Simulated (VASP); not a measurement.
A run of VASP 6.6.1 is set up as follows.

The input INCAR:

```
SYSTEM = InP
PREC = Accurate ; ENCUT = 520
EDIFF = 1E-6 ; ISMEAR = 0
SIGMA = 0.05 ; LREAL = .FALSE.
LASPH = .TRUE. ; NELM = 80
ALGO = Normal ; ISIF = 2
LWAVE = .FALSE. ; LCHARG = .TRUE.
GGA = PE ; LELF = .TRUE.
LVHAR = .TRUE. ; NBANDS = 16
```

Contents of KPOINTS:

```
regular mesh
0
G
  10 10 10
  0 0 0
```

The input POSCAR:

```
InP
1.0
    0.0000000000      2.9353336906      2.9353336906
    2.9353336906      0.0000000000      2.9353336906
    2.9353336906      2.9353336906      0.0000000000
In P
1 1
Direct
    0.0000000000      0.0000000000      0.0000000000
    0.7500000000      0.7500000000      0.7500000000
```

Potentials or basis: VASP PAW PBE potentials, release 64 (In_d, P).

Launch:

```sh
$ cat potpaw_PBE.64/In_d/POTCAR potpaw_PBE.64/P/POTCAR > POTCAR
$ mpirun -np 1 vasp_std > vasp.out
```

Estimate the pressure.

2.9 GPa.

Estimate the band gap on the k mesh.

0.69 eV, direct.

Caveat: the cell differs from its parent crystal (strain -0.015 along x and y, -0.015 along z); spin-orbit coupling is left out, which moves the levels of the heavy elements.
